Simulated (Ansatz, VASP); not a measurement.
# Two plane-wave programs on SnTe

```xyz
2
Lattice="0.0000 3.1083 3.1083 3.1083 0.0000 3.1083 3.1083 3.1083 0.0000" Properties=species:S:1:pos:R:3 pbc="T T T"
Te    3.1083    3.1083    3.1083
Sn    0.0000    0.0000    0.0000
```

Alike in both runs: task single point; functional HSE06; k mesh 4 × 4 × 4; occupations fermi-dirac, width 0.05 eV; no spin polarisation.

```csv
,VASP,Ansatz
version,VASP 6.6.1,Ansatz 0.2.0
potentials or method,"VASP PAW PBE potentials, release 64 (Te, Sn_d)",Ansatz PAW
plane-wave cutoff (eV),520,420
valence electrons in the cell,20,30
```

VASP gave:

- pressure (GPa): 2.3

Problem. Which values does Ansatz return?

Solution. Pressure (GPa): 2.7.

VASP's potentials hold 20 valence electrons a cell and Ansatz's 30, so a difference there can come from the potentials and not from the codes.

The k mesh is coarse, so the values compare programs but aren't converged. Spin-orbit coupling is off throughout.
